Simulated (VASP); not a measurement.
Ca, 2 atoms in the cell. The structure is hexagonal, space group P6_3/mmc (No. 194). Conventional cell: a = 3.814 Å, b = 3.814 Å, c = 6.248 Å, α = 90.00°, β = 90.00°, γ = 120.00°. Ca (site symmetry -6m2) has 12 Ca at 3.81 to 3.82 Å within 5.0 Å. This isn't the form of Ca at room conditions, which is fcc.

| Property | Result |
| --- | --- |
| Program | VASP 6.6.1 |
| Task | single point |
| Functional | PBEsol |
| Potentials or basis | VASP PAW PBE potentials, release 64 (Ca_sv) |
| Cutoff | 520 eV |
| k mesh | 8 × 8 × 5 |
| Occupations | methfessel-paxton, width 0.1 eV |
| Spin | no spin polarisation |
| Dipole correction | no |
| Further INCAR settings | ALGO = Normal; EDIFF = 1e-06; NBANDS = 17 |

Potentials or basis: VASP PAW PBE potentials, release 64 (Ca_sv).

Run with:

```console
$ cat potpaw_PBE.64/Ca_sv/POTCAR > POTCAR
$ mpirun -np 1 vasp_std > vasp.out
```

Hardware: 1 thread of Intel(R) Xeon(R) Platinum 8488C (Sapphire Rapids), on a shared host.

Task: Estimate the wall time of this run.

Result: It took 33 s on 1 thread of Intel(R) Xeon(R) Platinum 8488C (Sapphire Rapids), on a shared host, peak memory 0.19 GiB. Counts: scf iterations 12, k points 30.
